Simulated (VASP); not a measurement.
A run of VASP 6.6.1 is set up as follows.

Contents of INCAR:

```
PREC = Accurate
ENCUT = 600
EDIFF = 1E-6
ISMEAR = -1
SIGMA = 0.05
LREAL = F
LASPH = T
NELM = 100
ALGO = Normal
ISIF = 3
LWAVE = F
LCHARG = F
GGA = PS
IBRION = 2
NSW = 50
EDIFFG = -0.01
```

KPOINTS

```
regular mesh
0
Gamma
  12 12 2
```

File POSCAR:

```
MoS2
1.0
    3.1841260800      0.0000000000      0.0000000000
   -1.5920630400      2.7575340800      0.0000000000
    0.0000000000      0.0000000000     17.3345999500
Mo S
1 2
Direct
    0.0000000000      0.0000000000      0.0000000000
    0.3333333333      0.6666666667      0.0894929800
    0.3333333333      0.6666666667      0.9105070200
```

Potentials or basis: VASP PAW PBE potentials, release 64 (Mo_sv, S).

Command:

```sh
$ cat potpaw_PBE.64/Mo_sv/POTCAR potpaw_PBE.64/S/POTCAR > POTCAR
$ mpirun -np 1 vasp_std > vasp.out
```

(1) Estimate the relaxed cell.

(2) Predict the space group after relaxing (to 0.1 Å).

(3) Predict the band gap on the k mesh.

## Answers

(1) a = 3.141 Å, b = 3.141 Å, c = 17.379 Å, α = 90.00°, β = 90.00°, γ = 120.00°.

(2) P-6m2 (No. 187).

(3) 1.81 eV.
